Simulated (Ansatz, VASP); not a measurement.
One calculation of LiCl, two programs

File POSCAR:

```
LiCl
1.0
    0.0000000000      2.5560252152      2.5560252152
    2.5560252152      0.0000000000      2.5560252152
    2.5560252152      2.5560252152      0.0000000000
Li Cl
1 1
Direct
    0.0000000000      0.0000000000      0.0000000000
    0.5000000000      0.5000000000      0.5000000000
```

Contents of INCAR.step1:

```
SYSTEM = LiCl
ALGO = Normal
EDIFF = 1E-5
ENCUT = 520
GGA = PE
ISIF = 2
ISMEAR = 0
LASPH = .True.
LREAL = .False.
LWAVE = .True.
NBANDS = 12
NELM = 60
PREC = Accurate
SIGMA = 0.01
```

INCAR.step2

```
SYSTEM = LiCl
AEXX = 1.0
AGGAC = 0.0
ALDAC = 0.0
ALGO = Normal
EDIFF = 1E-6
ENCUT = 520
GGA = PE
ISIF = 2
ISMEAR = 0
ISTART = 1
LASPH = .True.
LCHARG = .True.
LELF = .True.
LHFCALC = .True.
LREAL = .False.
LVHAR = .True.
LWAVE = .False.
NBANDS = 12
NELM = 60
PREC = Accurate
PRECFOCK = Normal
SIGMA = 0.01
```

The input KPOINTS:

```
k-points
0
Gamma
  6 6 6
  0 0 0
```

Input for Ansatz:

```yaml
crystal:
  lattice:
    - [0.0, 2.5560252152, 2.5560252152]
    - [2.5560252152, 0.0, 2.5560252152]
    - [2.5560252152, 2.5560252152, 0.0]
  atoms:
    - { symbol: Li, position: [0.0, 0.0, 0.0] }
    - { symbol: Cl, position: [0.5, 0.5, 0.5] }
kpoints:
  mp_grid: { grid: [6, 6, 6] }
  band_path:
    path:
      - [0.0, 0.0, 0.0]
      - [0.5, 0.0, 0.5]
      - [0.625, 0.25, 0.625]
      - [0.375, 0.375, 0.75]
      - [0.5, 0.5, 0.5]
      - [0.5, 0.25, 0.75]
      - [-0.072917, 0.0, 0.072917]
    npoints: 1
hamiltonian:
  xc: hf
scf:
  occupations: { method: fixed }
  n_extra_bands: 4
output:
  forces: true
  stress: true
  eigenvalues: true
  write_density: true
  write_potential: true
  elf: true
  volumetric_format: npy
```

Alike in both runs: task single point; functional HF; k mesh 6 × 6 × 6; no spin polarisation.

```csv
,VASP,Ansatz
version,VASP 6.6.1,Ansatz 0.2.0
potentials or method,"VASP PAW PBE potentials, release 64 (Li_sv, Cl)","plane waves, PAW"
plane-wave cutoff (eV),520,420
occupations,"gaussian, width 0.01 eV",fixed
valence electrons in the cell,10,10
```

```tsv
	VASP	Ansatz	Ansatz less VASP
gap on the k mesh at the Fermi level (eV)	15.30	15.32	+0.019
```

VASP's potentials were made for PBE, not for HF. Ansatz's warnings: stress exchange threshold loose, stress scf threshold loose.

Noted on VASP's run: the cutoff is short for stress, so the pressure is rough.
